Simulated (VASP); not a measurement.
Wanted: the native input for a VASP 6.6.1 run.

```yaml
Task: single point
Functional: PBE
Potentials_or_basis: VASP PAW PBE potentials, release 64 (Ge_d, Mo_sv)
Cutoff: 520 eV
k_mesh: 12 × 12 × 4
Occupations: gaussian, width 0.1 eV
Spin: no spin polarisation
Dipole_correction: no
Further_INCAR_settings: ALGO = Normal; EDIFF = 1e-06; NBANDS = 51
```

The structure of Ge5Mo lies in POSCAR:

```
Ge5Mo
1.0
    3.3599500677      0.0000000000      0.0000000000
    0.0000000000      3.3599500677      0.0000000000
    0.0000000000      0.0000000000      9.3056055225
Ge Mo
5 1
Direct
    0.5000000000      0.5000000000      0.3066724209
    0.5000000000      0.5000000000      0.6933275791
    0.0000000000      0.0000000000      0.1438840765
    0.0000000000      0.0000000000      0.8561159235
    0.0000000000      0.0000000000      0.5000000000
    0.5000000000      0.5000000000      0.0000000000
```

These files were run (other wordings do the same):

INCAR

```
ALGO = Normal
EDIFF = 1E-6
ENCUT = 520
GGA = PE
ISIF = 2
ISMEAR = 0
LASPH = True
LCHARG = False
LREAL = False
LWAVE = False
NBANDS = 51
NELM = 100
PREC = Accurate
SIGMA = 0.1
```

KPOINTS

```
k-points
0
Gamma
  12 12 4
```

Potentials or basis: VASP PAW PBE potentials, release 64 (Ge_d, Mo_sv).

The run is started by

```console
$ cat potpaw_PBE.64/Ge_d/POTCAR potpaw_PBE.64/Mo_sv/POTCAR > POTCAR
$ mpirun -np 1 vasp_std > vasp.out
```

Results of the run:

```json
{
  "Pressure": "0.1 GPa",
  "Largest force": "0.011 eV/Å",
  "Band gap on the k mesh": "zero (band 42 reaches 9.20 eV, above the bottom of band 43 at 6.63 eV)"
}
```

Wall time 8.1 min on 1 thread of Intel Xeon 6975P-C, on a shared host, peak memory 0.47 GiB.
